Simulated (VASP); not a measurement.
# SnTe (NiAs type) in VASP: further runs, part 2 of 2

VASP 6.6.1. Earlier steps stand in the parts before.

## Step 4: Single point, PBE

This run uses another cell than the first one, of 37.57 Å³/atom, 1.223 times its volume.

INCAR

```
PREC = Accurate
ENCUT = 520
EDIFF = 1E-6
ISMEAR = -1
SIGMA = 0.1
LREAL = F
LASPH = T
NELM = 100
ALGO = Normal
ISIF = 2
LWAVE = F
LCHARG = F
GGA = PE
NBANDS = 28
```

KPOINTS

```
regular mesh
0
Gamma
  9 9 5
```

POSCAR

```
SnTe
1.0
    5.2585924716      0.0000000000      0.0000000000
   -2.6292962358      4.5540746686      0.0000000000
    0.0000000000      0.0000000000      6.2756372099
Sn Te
2 2
Direct
    0.3333333333      0.6666666667     -0.0619446098
    0.6666666667      0.3333333333      0.4380553902
    0.3333333333      0.6666666667      0.4379446098
    0.6666666667      0.3333333333      0.9379446098
```

Potentials or basis: VASP PAW PBE potentials, release 64 (Sn_d, Te).

Started as:

```bash
$ cat potpaw_PBE.64/Sn_d/POTCAR potpaw_PBE.64/Te/POTCAR > POTCAR
$ mpirun -np 1 vasp_std > vasp.out
```

OUTCAR:

```text
PREC = Accurate
   ENCUT = 520
   EDIFF = 1E-6
   ISMEAR = -1
   LREAL = F
   LASPH = T
   NELM = 100
   ISIF = 2
   GGA = PE

 ion  position               nearest neighbor table
   1  0.333  0.667  0.938-   4 3.04   4 3.04   4 3.04   3 3.14   3 3.14
   2  0.667  0.333  0.438-   3 3.04   3 3.04   3 3.04   4 3.14   4 3.14
   3  0.333  0.667  0.438-   2 3.04   2 3.04   2 3.04   1 3.14   1 3.14
   4  0.667  0.333  0.938-   1 3.04   1 3.04   1 3.04   2 3.14   2 3.14

  LATTYP: Found a hexagonal cell.
 ALAT       =     5.2585924716
 C/A-ratio  =     1.1934062668

  Lattice vectors:

 A1 = (   5.2585924716,   0.0000000000,   0.0000000000)
 A2 = (  -2.6292962358,   4.5540746686,   0.0000000000)
 A3 = (   0.0000000000,   0.0000000000,   6.2756372099)

Analysis of symmetry for initial positions (statically):
=====================================================================
 Subroutine PRICEL returns:
 Original cell was already a primitive cell.

 Routine SETGRP: Setting up the symmetry group for a
 hexagonal supercell.

 Subroutine GETGRP returns: Found 12 space group operations
 (whereof  6 operations were pure point group operations)
 out of a pool of 24 trial point group operations.

The static configuration has the point symmetry C_3v.
 The point group associated with its full space group is C_6v.

Analysis of symmetry for dynamics (positions and initial velocities):
=====================================================================
 Subroutine PRICEL returns:
 Original cell was already a primitive cell.

 Routine SETGRP: Setting up the symmetry group for a
 hexagonal supercell.

 Subroutine GETGRP returns: Found 12 space group operations
 (whereof  6 operations were pure point group operations)
 out of a pool of 24 trial point group operations.

The dynamic configuration has the point symmetry C_3v.
 The point group associated with its full space group is C_6v.

 Subroutine INISYM returns: Found 12 space group operations
[... 107 lines left out ...]
   ISIF   =      2    stress and relaxation
   ISYM   =      2    0-nonsym 1-usesym 2-fastsym
   POTIM  = 0.5000    time-step for ionic-motion
   TEBEG  =    0.0;   TEEND  =   0.0 temperature during run
   PSTRESS=    0.0 pullay stress
   NELECT =      40.0000    total number of electrons
   NUPDOWN=      -1.0000    fix difference up-down
   EMIN   =  10.00;   EMAX   =-10.00  energy-range for DOS
   EFERMI =   0.00;   METHOD = LEGACY
   ISMEAR =    -1;   SIGMA  =   0.10  broadening in eV -4-tet -1-fermi 0-gaus
   EFERMI_NEDOS =   21; number of points for ismear=-14 and -15
   IALGO  =     38    algorithm
   IMIX   =      4    mixing-type and parameters
     AMIX     =   0.40;   BMIX     =  1.00
     AMIX_MAG =   1.60;   BMIX_MAG =  1.00
  volume/ion in A,a.u.               =      37.57       253.55
  Fermi-wavevector in a.u.,A,eV,Ry     =   1.053058  1.989991 15.087927  1.108931
  Thomas-Fermi vector in A             =   2.188165
   LORBIT       =      0    0 simple, 1 ext, 2 COOP (PROOUT), +10 PAW based schemes
   GGA     = PE    functional components
[... 5 lines left out ...]
 non-spin polarized calculation
  energy-cutoff  :      520.00
  volume of cell :      150.29
 maximum number of plane-waves:      4067
 NGX is ok and might be reduce to    40
   NGX = 19   NGY = 19   NGZ = 23

 number of electron      39.9999986 magnetization

 Free energy of the ion-electron system (eV)
  ---------------------------------------------------
  ext. energy  EPLUGINS =         0.00000000
  ---------------------------------------------------
  free energy    TOTEN  =       -14.50274705 eV

  energy without entropy =      -14.49021525  energy(sigma->0) =      -14.49648115

 E-fermi :   5.2873     XC(G=0):  -8.3939

 val. band max:        5.0248149668   @ k =   0.3333   0.3333   0.4000
 cond. band min:       5.5637522889   @ k =   0.1111   0.1111   0.0000
 fundamental gap:      0.5389373221
 Fermi energy:         5.2873203480

 k-point     1 :       0.0000    0.0000    0.0000
  band No.  band energies     occupation
      1     -16.6850      2.00000
      2     -16.6834      2.00000
      3     -16.6834      2.00000
      4     -16.6829      2.00000
      5     -16.6829      2.00000
      6     -16.6676      2.00000
[... 733 lines left out ...]
     27       9.6669      0.00000
     28      10.8938      0.00000

 [... further k-points ...]
[... 5 lines left out ...]
  --------------------------------------------------------------------------------------
  -------------------------------------------------------------------------------------
  Total        3.2781568      3.2781568      3.2788626      0.0000000     -0.0000000     -0.0000000
  in kB       34.9472349     34.9472349     34.9547589      0.0000000     -0.0000000     -0.0000000
  external PRESSURE =      34.9497429 kB  Pullay stress =       0.0000000 kB

 VOLUME and BASIS-vectors are now :
 -----------------------------------------------------------------------------
  energy-cutoff  :      520.00
  volume of cell :      150.29
      direct lattice vectors                 reciprocal lattice vectors
     5.258592472  0.000000000  0.000000000     0.190164955  0.109791788  0.000000000
    -2.629296236  4.554074669  0.000000000     0.000000000  0.219583576  0.000000000
     0.000000000  0.000000000  6.275637210     0.000000000  0.000000000  0.159346369

 POSITION                                       TOTAL-FORCE (eV/Angst)
 -----------------------------------------------------------------------------------
     -0.00000      3.03605      5.88690        -0.000000     -0.000000     -0.000178
      2.62930      1.51802      2.74908        -0.000000      0.000000     -0.000178
     -0.00000      3.03605      2.74838         0.000000     -0.000000      0.000178
      2.62930      1.51802      5.88620        -0.000000      0.000000      0.000178
 -----------------------------------------------------------------------------------
    total drift:                               -0.000000      0.000000      0.000346

  FREE ENERGIE OF THE ION-ELECTRON SYSTEM (eV)
  ---------------------------------------------------
  free  energy   TOTEN  =       -14.5027470487 eV

  energy  without entropy=      -14.4902152476  energy(sigma->0) =      -14.49648115
```

OSZICAR:

```text
N       E                     dE             d eps       ncg     rms          rms(c)
DAV:   1     0.335525894149E+03    0.33553E+03   -0.18606E+04  2020   0.159E+03
DAV:   2     0.294418323105E+02   -0.30608E+03   -0.29856E+03  2040   0.413E+02
DAV:   3    -0.126399800839E+02   -0.42082E+02   -0.41037E+02  2464   0.144E+02
DAV:   4    -0.146032528505E+02   -0.19633E+01   -0.19548E+01  2364   0.318E+01
DAV:   5    -0.146712001956E+02   -0.67947E-01   -0.67940E-01  2808   0.626E+00    0.778E+00
DAV:   6    -0.145113021823E+02    0.15990E+00   -0.31791E-01  2428   0.277E+00    0.510E+00
DAV:   7    -0.145047374022E+02    0.65648E-02   -0.20701E-01  2548   0.162E+00    0.657E-01
DAV:   8    -0.145009766073E+02    0.37608E-02   -0.32501E-02  2228   0.101E+00    0.569E-01
DAV:   9    -0.145028930900E+02   -0.19165E-02   -0.46055E-03  2144   0.384E-01    0.476E-01
DAV:  10    -0.145025895872E+02    0.30350E-03   -0.87520E-04  2456   0.213E-01    0.148E-01
DAV:  11    -0.145027042044E+02   -0.11462E-03   -0.15969E-04  2444   0.539E-02    0.532E-02
DAV:  12    -0.145027421209E+02   -0.37917E-04   -0.66277E-05  1928   0.268E-02    0.417E-02
DAV:  13    -0.145027460129E+02   -0.38920E-05   -0.14876E-05  2092   0.129E-02    0.485E-03
DAV:  14    -0.145027471941E+02   -0.11812E-05   -0.28916E-06  1844   0.102E-02    0.157E-03
DAV:  15    -0.145027470487E+02    0.14541E-06   -0.12545E-07  1384   0.221E-03
   1 F= -.14502747E+02 E0= -.14496481E+02  d E =-.125318E-01
```

stdout:

```text
POSCAR found type information on POSCAR SnTe
 POSCAR found :  2 types and       4 ions
 scaLAPACK will be used
 LDA part: xc-table for (Slater+PW92), standard interpolation
 POSCAR, INCAR and KPOINTS ok, starting setup
 FFT: planning ... GRIDC
 FFT: planning ... GRID_SOFT
 FFT: planning ... GRID
 WAVECAR not read
 entering main loop
```

It took 2.4 min on 1 thread of Intel Xeon 6975P-C (Granite Rapids), shared host; peak memory 0.34 GiB.

Results:

```
Free energy            : -14.5027 eV
Pressure               : 3.5 GPa
Band gap on the k mesh : 0.54 eV, indirect (least direct gap 1.02 eV)
```

Levels at points of the mesh, in eV from the valence-band top:
| k point | band 18 | band 19 | band 20 | band 21 | band 22 | band 23 |
| --- | --- | --- | --- | --- | --- | --- |
| (0.00, 0.00, 0.00) | -2.08 | -2.08 | -2.03 | 0.60 | 0.60 | 2.44 |

Caveat: spin-orbit coupling is left out, which moves the levels of the heavy elements. A k mesh can miss the band edges.

## Step 5: Relaxation of cell and atoms, PBE, target pressure 3.5 GPa, at which the enthalpy is minimised

This run uses another cell than the first one, of 30.59 Å³/atom, 0.996 times its volume.

INCAR

```
SYSTEM = SnTe
  ALGO = Normal
  EDIFF = 1E-6
  EDIFFG = -0.005
  ENCUT = 600
  GGA = PE
  IBRION = 2
  ISIF = 3
  ISMEAR = -1
  LASPH = .True.
  LCHARG = .False.
  LREAL = .False.
  LWAVE = .False.
  NELM = 60
  NSW = 60
  PREC = Accurate
  PSTRESS = 35.0
  SIGMA = 0.1
```

KPOINTS

```
k-points
0
Gamma
  9 9 5
  0 0 0
```

POSCAR

```
SnTe
1.0
    4.5005038412      0.0000000000      0.0000000000
   -2.2502519206      3.8975506563      0.0000000000
    0.0000000000      0.0000000000      6.9757809539
Sn Te
2 2
Direct
    0.0000000000      0.0000000000      0.0000000000
    0.0000000000      0.0000000000      0.5000000000
    0.3333333333      0.6666666667      0.2500000000
    0.6666666667      0.3333333333      0.7500000000
```

Potentials or basis: VASP PAW PBE potentials, release 64 (Sn_d, Te).

Started as:

```bash
$ cat potpaw_PBE.64/Sn_d/POTCAR potpaw_PBE.64/Te/POTCAR > POTCAR
$ mpirun -np 1 vasp_std > vasp.out
```

OUTCAR:

```text
SYSTEM = SnTe
   EDIFF = 1E-6
   EDIFFG = -0.005
   ENCUT = 600
   GGA = PE
   IBRION = 2
   ISIF = 3
   ISMEAR = -1
   LASPH = .True.
   LREAL = .False.
   NELM = 60
   NSW = 60
   PREC = Accurate
   PSTRESS = 35.0

 ion  position               nearest neighbor table
   1  0.000  0.000  0.000-   3 3.13   4 3.13   3 3.13   4 3.13   4 3.13   3 3.13   2 3.49   2 3.49

   2  0.000  0.000  0.500-   3 3.13   4 3.13   3 3.13   4 3.13   4 3.13   3 3.13   1 3.49   1 3.49

   3  0.333  0.667  0.250-   1 3.13   2 3.13   1 3.13   2 3.13   1 3.13   2 3.13
   4  0.667  0.333  0.750-   1 3.13   2 3.13   1 3.13   2 3.13   1 3.13   2 3.13

  LATTYP: Found a hexagonal cell.
 ALAT       =     4.5005038412
 C/A-ratio  =     1.5500000000

  Lattice vectors:

 A1 = (   4.5005038412,   0.0000000000,   0.0000000000)
 A2 = (  -2.2502519206,   3.8975506563,   0.0000000000)
 A3 = (   0.0000000000,   0.0000000000,   6.9757809539)

Analysis of symmetry for initial positions (statically):
=====================================================================
 Subroutine PRICEL returns:
 Original cell was already a primitive cell.

 Routine SETGRP: Setting up the symmetry group for a
 hexagonal supercell.

 Subroutine GETGRP returns: Found 24 space group operations
 (whereof 12 operations were pure point group operations)
[... 179 lines left out ...]
  Total        3.0460185      3.0460185      5.3527938     -0.0000000      0.0000000      0.0000000
  in kB       39.8838786     39.8838786     70.0882731     -0.0000000      0.0000000      0.0000000
  external PRESSURE =      14.9520101 kB  Pullay stress =      35.0000000 kB
[... 103 lines left out ...]
  energy  without entropy=      -14.7892134301  energy(sigma->0) =      -14.80234489

  enthalpy is  TOTEN    =       -12.0115443439 eV   P V=        2.8039320071

[... ionic steps 4 to 7 ...]

--------------------------------------- Ionic step        8  -------------------------------------------

 number of electron      40.0000008 magnetization

------------------------ aborting loop because EDIFF is reached ----------------------------------------
[... 75 lines left out ...]
--------------------------------------- Ionic step       10  -------------------------------------------

 number of electron      40.0000014 magnetization

 Free energy of the ion-electron system (eV)
  ---------------------------------------------------
  ext. energy  EPLUGINS =         0.00000000
  ---------------------------------------------------
  free energy    TOTEN  =       -14.82121375 eV

  energy without entropy =      -14.79068146  energy(sigma->0) =      -14.80594761

 E-fermi :   7.1234     XC(G=0):  -9.5796

 val. band max:        7.1187780424   @ k =   0.1111   0.0000   0.2000
 cond. band min:       7.1417755735   @ k =   0.0000   0.0000   0.2000
 fundamental gap:      0.0229975310
 Fermi energy:         7.1233535089

 k-point     1 :       0.0000    0.0000    0.0000
  band No.  band energies     occupation
      1     -14.7455      2.00000
      2     -14.7401      2.00000
      3     -14.7401      2.00000
      4     -14.7338      2.00000
      5     -14.7338      2.00000
      6     -14.7266      2.00000
[... 637 lines left out ...]
     23       9.7363      0.00000
     24      11.3905      0.00000

 [... further k-points ...]
[... 5 lines left out ...]
  --------------------------------------------------------------------------------------
  -------------------------------------------------------------------------------------
  Total        2.6817227      2.6817227      2.6808607      0.0000000      0.0000000     -0.0000000
  in kB       34.9691942     34.9691942     34.9579541      0.0000000      0.0000000     -0.0000000
  external PRESSURE =      -0.0345525 kB  Pullay stress =      35.0000000 kB
[... 23 lines left out ...]
  energy  without entropy=      -14.7906814648  energy(sigma->0) =      -14.80594761

  enthalpy is  TOTEN    =       -12.1371285952 eV   P V=        2.6840851512

 reached required accuracy - stopping structural energy minimisation
```

OSZICAR:

```text
N       E                     dE             d eps       ncg     rms          rms(c)
DAV:   1     0.352041005103E+03    0.35204E+03   -0.20687E+04  1736   0.217E+03
DAV:   2     0.277866878316E+02   -0.32425E+03   -0.32153E+03  1776   0.523E+02
[... 87 lines left out ...]
DAV:   1    -0.148281848440E+02   -0.20791E-02   -0.26404E-01  1912   0.399E+00    0.471E-01
DAV:   2    -0.148237587608E+02    0.44261E-02   -0.12081E-02  1952   0.128E+00    0.285E-01
DAV:   3    -0.148212141608E+02    0.25446E-02   -0.46430E-03  2344   0.784E-01    0.424E-02
DAV:   4    -0.148212166898E+02   -0.25291E-05   -0.45883E-04  1920   0.228E-01    0.287E-02
DAV:   5    -0.148212139834E+02    0.27064E-05   -0.23931E-05  2480   0.664E-02    0.100E-02
DAV:   6    -0.148212137464E+02    0.23695E-06   -0.29901E-06  1584   0.216E-02
  10 F= -.12137129E+02 E0= -.12121862E+02  d E =-.545398E-03
```

Wall time 20 min (1 thread of AMD EPYC 7R43 (Zen 3), shared host); peak memory 0.29 GiB.

Results:

- Free energy: -14.8212 eV
- Relaxed volume: 30.72 Å³/atom
- Relaxed cell: a = 4.242 Å, b = 4.242 Å, c = 7.885 Å, α = 90.00°, β = 90.00°, γ = 120.00°
- Space group after relaxing (to 0.05 Å): P6_3/mmc (No. 194)
- Energy change on relaxing (the enthalpy is what falls): -46.8 meV/atom
- Ionic steps: 10
- Pressure after relaxing: 3.5 GPa
- Band gap on the k mesh: zero (band 20 reaches 7.86 eV, above the bottom of band 21 at 7.01 eV)

The path:
```csv
step,energy change (eV),largest force (eV/Å),pressure (GPa),volume (Å³)
1,0.0000,0.0000,5.00,122.36
2,-0.1611,0.0000,2.73,127.46
3,-0.1816,0.0000,2.38,128.35
4,-0.2197,0.0000,2.43,127.75
5,-0.2453,0.0000,2.53,126.07
6,-0.2375,0.0000,2.49,125.54
7,-0.1243,0.0000,4.75,120.49
8,-0.1938,0.0000,3.49,123.19
9,-0.1923,0.0000,3.48,123.11
10,-0.1874,0.0000,3.50,122.87
```

Final structure:
```cif
data_structure
_symmetry_space_group_name_H-M 'P 1'
_symmetry_Int_Tables_number 1
_cell_length_a 4.2418
_cell_length_b 4.2418
_cell_length_c 7.8851
_cell_angle_alpha 90.000
_cell_angle_beta 90.000
_cell_angle_gamma 120.000
_cell_volume 122.87
loop_
_atom_site_label
_atom_site_type_symbol
_atom_site_fract_x
_atom_site_fract_y
_atom_site_fract_z
_atom_site_occupancy
Sn1 Sn 0.00000 0.00000 0.00000 1
Sn2 Sn 0.00000 0.00000 0.50000 1
Te1 Te 0.33333 0.66667 0.25000 1
Te2 Te 0.66667 0.33333 0.75000 1
```

Caveat: the cell is relaxed towards a set pressure, so the enthalpy falls and the energy may rise; spin-orbit coupling is left out, which moves the levels of the heavy elements.

## Step 6: Overview

| task | cell | cutoff (eV) | gap on the mesh (eV) | pressure (GPa) |
| --- | --- | --- | --- | --- |
| single point | a = 4.242, b = 4.242, c = 7.884 Å, angles 90.0, 90.0, 120.0°, 4 atoms | 520 | none | 3.5 |
| single point | a = 5.259, b = 5.259, c = 6.276 Å, angles 90.0, 90.0, 120.0°, 4 atoms | 520 | 0.54 | 3.5 |
| relaxation of cell and atoms | relaxed to 3.5 GPa from a = 4.501, b = 4.501, c = 6.976 Å, angles 90.0, 90.0, 120.0°, 4 atoms | 600 | none | 3.5 |

Alike in all rows: level PBE; potentials or basis VASP PAW PBE potentials, release 64 (Sn_d, Te); no spin polarisation; k mesh 9 × 9 × 5; smearing fermi-dirac 0.1 eV.

Caveats: spin-orbit coupling is left out, which moves the levels of the heavy elements; the cell is relaxed towards a set pressure, so the enthalpy falls and the energy may rise (some runs).

Absolute energies hang on the potentials; compare differences alone.
